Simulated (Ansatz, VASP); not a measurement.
This is a calculation of MnS for VASP 6.6.1.

The input INCAR:

```
SYSTEM = MnS
PREC = Accurate ; ENCUT = 520
EDIFF = 1E-6 ; ISMEAR = 0
SIGMA = 0.028999999999999998 ; LREAL = .FALSE.
LASPH = .TRUE. ; NELM = 150
ALGO = Normal ; ISIF = 2
LWAVE = .FALSE. ; LCHARG = .TRUE.
ISPIN = 2 ; MAGMOM = 4 0
LORBIT = 11 ; LMAXMIX = 4
GGA = PE ; LELF = .TRUE.
LVHAR = .TRUE. ; NBANDS = 20
```

The input KPOINTS:

```
Automatic mesh
0
G
  9 9 9
  0 0 0
```

Contents of POSCAR:

```
MnS
1.0
    0.0000000000      2.6045000000      2.6045000000
    2.6045000000      0.0000000000      2.6045000000
    2.6045000000      2.6045000000      0.0000000000
Mn S
1 1
Direct
    0.0000000000      0.0000000000      0.0000000000
    0.5000000000      0.5000000000      0.5000000000
```

Potentials or basis: VASP PAW PBE potentials, release 64 (Mn_pv, S).

Run with:

```console
$ cat potpaw_PBE.64/Mn_pv/POTCAR potpaw_PBE.64/S/POTCAR > POTCAR
$ mpirun -np 1 vasp_std > vasp.out
```

Problem. Set up the same calculation for Ansatz 0.2.0. Potentials there: all-electron LAPW, scalar-relativistic.

Solution. As run (the cutoff follows the program's own potentials):

input.yaml

```yaml
crystal:
  lattice:
    - [0.0, 2.6045, 2.6045]
    - [2.6045, 0.0, 2.6045]
    - [2.6045, 2.6045, 0.0]
  atoms:
    - { symbol: Mn, position: [0.0, 0.0, 0.0], spin: 4.0 }
    - { symbol: S, position: [0.5, 0.5, 0.5] }
kpoints:
  mp_grid: { grid: [9, 9, 9] }
scf:
  occupations: { method: gaussian, width: 0.029 }
hamiltonian:
  xc: pbe
  pseudopotentials: { kind: all_electron, lapw: { basis_error: 0.001 } }
magnetization:
  spin_polarized: true
output:
  forces: true
  stress: true
  eigenvalues: true
```

Potentials or basis: all-electron LAPW, scalar-relativistic.

The run is started by

```bash
$ ansatz run input.yaml --threads 2 --pin off --max-ram 6144MiB --backend cpu --events-out ev --progress --plain --runs-dir out
```

Both were run:

|  | VASP | Ansatz | Ansatz less VASP |
| --- | --- | --- | --- |
| gap on the k mesh at the Fermi level (eV) | none | none | - |
| pressure (GPa) | -2.9 | -2.8 | +0.03 |
| net moment per atom (μB) | 2.36 | 2.36 | 0.000 |
| size of the moment on the site where the two differ most (μB) | 4.26 | 4.44 | +0.176 |

Site moments also hang on the region over which each program counts them. A gap of «none» marks a metal or a gap that the smearing closes. Ansatz ran all-electron here, and VASP with PAW potentials.
